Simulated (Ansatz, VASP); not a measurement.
**Two plane-wave programs on Cu2BiS2**

INCAR

```
SYSTEM = Cu2BiS2
PREC     = Accurate       ! precision mode
ENCUT    = 600            ! plane-wave cutoff, eV
EDIFF    = 1E-6           ! SCF threshold, eV
ISMEAR   = -1             ! smearing method
SIGMA    = 0.0437         ! smearing width, eV
LREAL    = .False.        ! projectors in reciprocal space
LASPH    = .True.         ! aspherical terms in the spheres
NELM     = 60             ! most SCF steps
ALGO     = Normal         ! electronic algorithm
ISIF     = 3              ! what is computed and relaxed
LWAVE    = .False.        ! write WAVECAR
LCHARG   = .False.        ! write CHGCAR
GGA      = PE             ! functional
IBRION   = 2              ! ionic algorithm
NSW      = 60             ! ionic steps
EDIFFG   = -0.01          ! ionic threshold
```

KPOINTS

```
Automatic mesh
0
Gamma
  5 5 5
  0 0 0
```

POSCAR

```
Cu2BiS2
1.0
    0.0000000000      3.8684620000      0.0000000000
    3.8684620000      0.0000000000      0.0000000000
    1.9342310000      1.9342310000     -6.8513590000
Bi Cu S
1 2 2
Direct
    0.0000000000      0.0000000000      0.0000000000
    0.7500000000      0.2500000000      0.5000000000
    0.2500000000      0.7500000000      0.5000000000
    0.3600000000      0.3600000000      0.2800000000
    0.6400000000      0.6400000000      0.7200000000
```

Input for Ansatz:

```yaml
crystal:
  lattice:
    - [0.0, 3.868462, 0.0]
    - [3.868462, 0.0, 0.0]
    - [1.934231, 1.934231, -6.851359]
  atoms:
    - { symbol: Bi, position: [0.0, 0.0, 0.0] }
    - { symbol: Cu, position: [0.75, 0.25, 0.5] }
    - { symbol: Cu, position: [0.25, 0.75, 0.5] }
    - { symbol: S, position: [0.36, 0.36, 0.28] }
    - { symbol: S, position: [0.64, 0.64, 0.72] }
  symmetry: { tolerance: 0.0003 }
kpoints:
  mp_grid: { grid: [5, 5, 5], shift: [0, 0, 0] }
magnetization:
  spin_polarized: false
scf:
  occupations: { method: fermi_dirac, width: 0.0437 }
hamiltonian:
  pseudopotentials: { kind: paw }
  xc: pbe
basis:
  ecutwfc: 420
output:
  forces: true
  stress: true
  eigenvalues: true
relax:
  max_steps: 40
  cell: {}
```

Alike in both runs: task relaxation of cell and atoms; functional PBE; k mesh 5 × 5 × 5; occupations fermi-dirac, width 0.0437 eV; no spin polarisation.

```csv
,VASP,Ansatz
version,VASP 6.6.1,Ansatz 0.2.0
potentials or method,"VASP PAW PBE potentials, release 64 (Bi_d, Cu, S), cutoff 600 eV",PAW plane waves
valence electrons in the cell,49,65
```

|  | VASP | Ansatz | Ansatz less VASP |
| --- | --- | --- | --- |
| gap on the k mesh at the Fermi level, each at its own relaxed structure (eV) | none | none | - |
| relaxed volume (Å³/atom) | 18.15 | 18.14 | -0.013 |
| relaxed cell length with the largest relative difference (Å) | 3.688 | 3.685 | -0.0034 |

A gap of «none» marks a metal or a gap that the smearing closes. VASP's potentials hold 49 valence electrons a cell and Ansatz's 65, so a difference there can come from the potentials and not from the codes.

Spin-orbit coupling is off throughout.
